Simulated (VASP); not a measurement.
# CuI (Marshite) (F-43m) in VASP: notebook

CuI (Marshite) is run at these levels: PBE+D3(BJ)+U; tasks: single point.

All numbers are computed with VASP 6.6.1; they aren't measurements. Logs are shortened: lines on timing, memory, paths and dates and some standing lists are left out, and cuts for length are marked.

## (1) The cell of the first run

Symmetry: F-43m, No. 216, cubic system. The conventional cell has a = 6.063 Å, b = 6.063 Å, c = 6.063 Å, α = 90.00°, β = 90.00°, γ = 90.00°. Within 3.5 Å of I (site symmetry -43m) lie 4 Cu at 2.63 Å. Cu (site symmetry -43m) has 4 I at 2.63 Å within 3.5 Å.

## (2) Single point, PBE+D3(BJ)+U

INCAR

```
SYSTEM = CuI
ALGO = Normal
EDIFF = 1E-7
ENCUT = 520
GGA = PE
ISIF = 2
ISMEAR = 0
IVDW = 12
LASPH = .True.
LCHARG = .False.
LDAU = .True.
LDAUJ = 0 0
LDAUL = -1 2
LDAUPRINT = 1
LDAUTYPE = 2
LDAUU = 0 3.5
LMAXMIX = 4
LREAL = .False.
LWAVE = .False.
NBANDS = 16
NELM = 150
PREC = Accurate
SIGMA = 0.01
```

KPOINTS

```
k-points
0
Gamma
  8 8 8
  0 0 0
```

POSCAR

```
CuI
1.0
    0.0000000000      3.0315000000      3.0315000000
    3.0315000000      0.0000000000      3.0315000000
    3.0315000000      3.0315000000      0.0000000000
I Cu
1 1
Direct
    0.0000000000      0.0000000000      0.0000000000
    0.7500000000      0.7500000000      0.7500000000
```

Potentials or basis: VASP PAW PBE potentials, release 64 (I, Cu).

The run is started by

```sh
cat potpaw_PBE.64/I/POTCAR potpaw_PBE.64/Cu/POTCAR > POTCAR
mpirun -np 1 vasp_std > vasp.out
```

OUTCAR:

```text
SYSTEM = CuI
   EDIFF = 1E-7
   ENCUT = 520
   GGA = PE
   ISIF = 2
   ISMEAR = 0
   IVDW = 12
   LASPH = .True.
   LREAL = .False.
   NELM = 150
   PREC = Accurate
 IVDW          = 12

 ion  position               nearest neighbor table
   1  0.000  0.000  0.000-   2 2.63   2 2.63   2 2.63   2 2.63
   2  0.750  0.750  0.750-   1 2.63   1 2.63   1 2.63   1 2.63

  LATTYP: Found a face centered cubic cell.
 ALAT       =     6.0630000000

  Lattice vectors:

 A1 = (   0.0000000000,   3.0315000000,   3.0315000000)
 A2 = (   3.0315000000,   0.0000000000,   3.0315000000)
 A3 = (   3.0315000000,   3.0315000000,   0.0000000000)

Analysis of symmetry for initial positions (statically):
=====================================================================
 Subroutine PRICEL returns:
 Original cell was already a primitive cell.

 Routine SETGRP: Setting up the symmetry group for a
 face centered cubic supercell.

 Subroutine GETGRP returns: Found 24 space group operations
 (whereof 24 operations were pure point group operations)
 out of a pool of 48 trial point group operations.

The static configuration has the point symmetry T_d .

Analysis of symmetry for dynamics (positions and initial velocities):
=====================================================================
 Subroutine PRICEL returns:
 Original cell was already a primitive cell.

 Routine SETGRP: Setting up the symmetry group for a
 face centered cubic supercell.

 Subroutine GETGRP returns: Found 24 space group operations
 (whereof 24 operations were pure point group operations)
 out of a pool of 48 trial point group operations.

The dynamic configuration has the point symmetry T_d .

 Subroutine INISYM returns: Found 24 space group operations
 (whereof 24 operations are pure point group operations),
 and found     1 'primitive' translations

----------------------------------------------------------------------------------------

                                     Primitive cell

  volume of cell :      55.7189

  direct lattice vectors                    reciprocal lattice vectors
     0.000000000  3.031500000  3.031500000    -0.164934851  0.164934851  0.164934851
     3.031500000  0.000000000  3.031500000     0.164934851 -0.164934851  0.164934851
     3.031500000  3.031500000  0.000000000     0.164934851  0.164934851 -0.164934851

  length of vectors
     4.287188414  4.287188414  4.287188414     0.285675541  0.285675541  0.285675541

  position of ions in fractional coordinates (direct lattice)
     0.000000000  0.000000000  0.000000000
     0.750000000  0.750000000  0.750000000

  ion indices of the primitive-cell ions
   primitive index   ion index
                 1           1
                 2           2

----------------------------------------------------------------------------------------

 KPOINTS: k-points

Automatic generation of k-mesh.
 Grid dimensions read from file:
 generate k-points for:    8    8    8

 Generating k-lattice:

  Cartesian coordinates                     Fractional coordinates (reciprocal lattice)
    -0.020616856  0.020616856  0.020616856     0.125000000  0.000000000  0.000000000
     0.020616856 -0.020616856  0.020616856     0.000000000  0.125000000  0.000000000
     0.020616856  0.020616856 -0.020616856     0.000000000  0.000000000  0.125000000

  Length of vectors
     0.035709443  0.035709443  0.035709443

  Shift w.r.t. Gamma in fractional coordinates (k-lattice)
     0.000000000  0.000000000  0.000000000

 Subroutine IBZKPT returns following result:
 ===========================================
[... 35 lines left out ...]
   ions per type =               1   1
   NGX,Y,Z   is equivalent  to a cutoff of  12.41, 12.41, 12.41 a.u.
   NGXF,Y,Z  is equivalent  to a cutoff of  24.82, 24.82, 24.82 a.u.
 SYSTEM =  CuI
   PREC   = accura    normal or accurate (medium, high low for compatibility)
   ISTART =      0    job   : 0-new  1-cont  2-samecut
   ICHARG =      2    charge: 1-file 2-atom 10-const
   ISPIN  =      1    spin polarized calculation?
   LNONCOLLINEAR =      F non collinear calculations
   LSORBIT =      F    spin-orbit coupling
   LASPH  =      T    aspherical Exc in radial PAW
   ENCUT  =  520.0 eV  38.22 Ry    6.18 a.u.   7.97  7.97  7.97*2*pi/ulx,y,z
   NELM   =    150;   NELMIN=  2; NELMDL= -5     # of ELM steps
   EDIFF  = 0.1E-06   stopping-criterion for ELM
   LREAL  =      F    real-space projection
   EDIFFG = 0.1E-05   stopping-criterion for IOM
   NSW    =      0    number of steps for IOM
   IBRION =     -1    ionic relax: 0-MD 1-quasi-New 2-CG
   NFREE  =      0    steps in history (QN), initial steepest desc. (CG)
   ISIF   =      2    stress and relaxation
   ISYM   =      2    0-nonsym 1-usesym 2-fastsym
   POTIM  = 0.5000    time-step for ionic-motion
   TEBEG  =    0.0;   TEEND  =   0.0 temperature during run
   PSTRESS=    0.0 pullay stress
   NELECT =      18.0000    total number of electrons
   NUPDOWN=      -1.0000    fix difference up-down
   EMIN   =  10.00;   EMAX   =-10.00  energy-range for DOS
   EFERMI =   0.00;   METHOD = LEGACY
   ISMEAR =     0;   SIGMA  =   0.01  broadening in eV -4-tet -1-fermi 0-gaus
   EFERMI_NEDOS =   21; number of points for ismear=-14 and -15
   IALGO  =     38    algorithm
   IMIX   =      4    mixing-type and parameters
     AMIX     =   0.40;   BMIX     =  1.00
     AMIX_MAG =   1.60;   BMIX_MAG =  1.00
  volume/ion in A,a.u.               =      27.86       188.00
  Fermi-wavevector in a.u.,A,eV,Ry     =   1.123306  2.122741 17.168055  1.261816
  Thomas-Fermi vector in A             =   2.259971
   LORBIT       =      0    0 simple, 1 ext, 2 COOP (PROOUT), +10 PAW based schemes
 LDA+U is selected, type is set to LDAUTYPE =  2
   angular momentum for each species LDAUL =    -1    2
   U (eV)           for each species LDAUU =   0.0  3.5
   J (eV)           for each species LDAUJ =   0.0  0.0
   GGA     = PE    functional components
   LHFCALC =     F    Hartree Fock is set to
   AEXX    =    0.0000 exact exchange contribution
   IVDW    =    12    specifies the selected vdW correction
   LEPSILON=     F    determine dielectric tensor
   LRPA    =     F    only Hartree local field effects (RPA)
 non-spin polarized calculation
 Gauss-broadening in eV      SIGMA  =   0.01
  energy-cutoff  :      520.00
  volume of cell :       55.72
 maximum number of plane-waves:      1524
   NGX = 15   NGY = 15   NGZ = 15

atom =   2  type =  2  l = 2

 onsite density matrix

spin component  1

  0.9488  0.0000  0.0000  0.0000  0.0000
  0.0000  0.9488  0.0000  0.0000  0.0000
  0.0000  0.0000  0.9422  0.0000  0.0000
  0.0000  0.0000  0.0000  0.9488 -0.0000
  0.0000  0.0000  0.0000 -0.0000  0.9422

spin component  2

  0.9488  0.0000  0.0000  0.0000  0.0000
  0.0000  0.9488  0.0000  0.0000  0.0000
  0.0000  0.0000  0.9422  0.0000  0.0000
  0.0000  0.0000  0.0000  0.9488 -0.0000
  0.0000  0.0000  0.0000 -0.0000  0.9422

 occupancies and eigenvectors

  o =  0.9422  v =  0.0000  0.0000 -0.9958  0.0000 -0.0920  0.0000  0.0000  0.0000  0.0000  0.0000      0.0000  0.0000  0.0000  0.0000  0.0000  0.0000  0.0000  0.0000  0.0000  0.0000
  o =  0.9422  v =  0.0000  0.0000  0.0000  0.0000  0.0000  0.0000  0.0000 -0.9958  0.0000 -0.0920      0.0000  0.0000  0.0000  0.0000  0.0000  0.0000  0.0000  0.0000  0.0000  0.0000
  o =  0.9422  v =  0.0000 -0.0000 -0.0920 -0.0000  0.9958  0.0000  0.0000  0.0000  0.0000  0.0000      0.0000  0.0000  0.0000  0.0000  0.0000  0.0000  0.0000  0.0000  0.0000  0.0000
  o =  0.9422  v =  0.0000  0.0000  0.0000  0.0000  0.0000  0.0000 -0.0000 -0.0920 -0.0000  0.9958      0.0000  0.0000  0.0000  0.0000  0.0000  0.0000  0.0000  0.0000  0.0000  0.0000
  o =  0.9488  v =  0.0000  0.0000  0.0000  0.0000  0.0000  1.0000  0.0000  0.0000  0.0000  0.0000      0.0000  0.0000  0.0000  0.0000  0.0000  0.0000  0.0000  0.0000  0.0000  0.0000
  o =  0.9488  v =  1.0000  0.0000  0.0000  0.0000  0.0000  0.0000  0.0000  0.0000  0.0000  0.0000      0.0000  0.0000  0.0000  0.0000  0.0000  0.0000  0.0000  0.0000  0.0000  0.0000
  o =  0.9488  v =  0.0000  0.0000  0.0000  0.0000  0.0000  0.0000  0.3220  0.0000 -0.9467 -0.0000      0.0000  0.0000  0.0000  0.0000  0.0000  0.0000  0.0000  0.0000  0.0000  0.0000
  o =  0.9488  v =  0.0000  0.3220  0.0000 -0.9467 -0.0000  0.0000  0.0000  0.0000  0.0000  0.0000      0.0000  0.0000  0.0000  0.0000  0.0000  0.0000  0.0000  0.0000  0.0000  0.0000
  o =  0.9488  v =  0.0000  0.9467  0.0000  0.3220  0.0000  0.0000  0.0000  0.0000  0.0000  0.0000      0.0000  0.0000  0.0000  0.0000  0.0000  0.0000  0.0000  0.0000  0.0000  0.0000
  o =  0.9488  v =  0.0000  0.0000  0.0000  0.0000  0.0000  0.0000  0.9467  0.0000  0.3220  0.0000      0.0000  0.0000  0.0000  0.0000  0.0000  0.0000  0.0000  0.0000  0.0000  0.0000

 number of electron      18.0000015 magnetization

 Free energy of the ion-electron system (eV)
  ---------------------------------------------------
  ext. energy  EPLUGINS =         0.00000000
  ---------------------------------------------------
  free energy    TOTEN  =        -4.58789373 eV

  energy without entropy =       -4.58789373  energy(sigma->0) =       -4.58789373

 E-fermi :   4.0328     XC(G=0):  -8.8950

 val. band max:        3.9770431162   @ k =   0.0000   0.0000   0.0000
 cond. band min:       5.6662700204   @ k =   0.0000   0.0000   0.0000
 fundamental gap:      1.6892269042
 Fermi energy:         4.0327509639

 k-point     1 :       0.0000    0.0000    0.0000
  band No.  band energies     occupation
      1      -9.5641      2.00000
      2       0.3475      2.00000
      3       0.3475      2.00000
      4       0.3475      2.00000
      5       1.7384      2.00000
      6       1.7384      2.00000
[... 433 lines left out ...]
      3       0.0629      2.00000
      4       0.4681      2.00000
      5       1.6764      2.00000
      6       1.7493      2.00000
[... 8 lines left out ...]
     15      15.1404      0.00000
     16      15.7484      0.00000

 [... further k-points ...]

------------------------ aborting loop because EDIFF is reached ----------------------------------------

 Edisp (eV)   -0.68425

 E8    (eV) :    -0.2999

  FORCE on cell =-STRESS in cart. coord.  units (eV):
  Direction    XX          YY          ZZ          XY          YZ          ZX
  --------------------------------------------------------------------------------------
  -------------------------------------------------------------------------------------
  Total      -0.49100    -0.49100    -0.49100     0.00000    -0.00000     0.00000
  in kB     -14.11862   -14.11862   -14.11862     0.00000    -0.00000     0.00000
  external pressure =      -14.12 kB  Pullay stress =        0.00 kB

 VOLUME and BASIS-vectors are now :
 -----------------------------------------------------------------------------
  energy-cutoff  :      520.00
  volume of cell :       55.72
      direct lattice vectors                 reciprocal lattice vectors
     0.000000000  3.031500000  3.031500000    -0.164934851  0.164934851  0.164934851
     3.031500000  0.000000000  3.031500000     0.164934851 -0.164934851  0.164934851
     3.031500000  3.031500000  0.000000000     0.164934851  0.164934851 -0.164934851

 POSITION                                       TOTAL-FORCE (eV/Angst)
 -----------------------------------------------------------------------------------
      0.00000      0.00000      0.00000        -0.000000      0.000000      0.000000
      4.54725      4.54725      4.54725         0.000000     -0.000000     -0.000000
 -----------------------------------------------------------------------------------
    total drift:                               -0.000001     -0.000001     -0.000001

  FREE ENERGIE OF THE ION-ELECTRON SYSTEM (eV)
  ---------------------------------------------------
  free  energy   TOTEN  =        -5.2721421346 eV

  energy  without entropy=       -5.2721421346  energy(sigma->0) =       -5.27214213
```

It took 24 s on 1 thread of Intel Xeon 6975P-C, shared host; peak memory 0.2 GiB.

What came out:

- Free energy: -5.2721 eV
- Pressure: -1.4 GPa
- Band gap on the k mesh: 1.69 eV, direct
- Dispersion energy per atom: -0.342 eV

Levels at points of the mesh, in eV from the valence-band top:
```csv
k point,band 5,band 6,band 7,band 8,band 9,band 10,band 11,band 12,band 13,band 14
"(0.00, 0.00, 0.00)",-2.24,-2.24,0.00,0.00,0.00,1.69,5.41,5.41,5.41,8.69
"(0.50, 0.00, 0.00)",-2.22,-2.22,-2.17,-0.74,-0.74,2.68,5.87,5.87,7.85,9.60
"(0.50, 0.50, 0.00)",-2.23,-2.16,-2.09,-1.73,-1.73,3.12,3.35,9.66,10.28,10.28
```

Eigenvalues of the final occupation matrices:
```csv
site,spin,trace,eigenvalues
site 2 d,1,4.73,0.94 0.94 0.95 0.95 0.95
site 2 d,2,4.73,0.94 0.94 0.95 0.95 0.95
```

Caveat: spin-orbit coupling is left out, which moves the levels of the heavy elements.

[end of part 1 of 2]
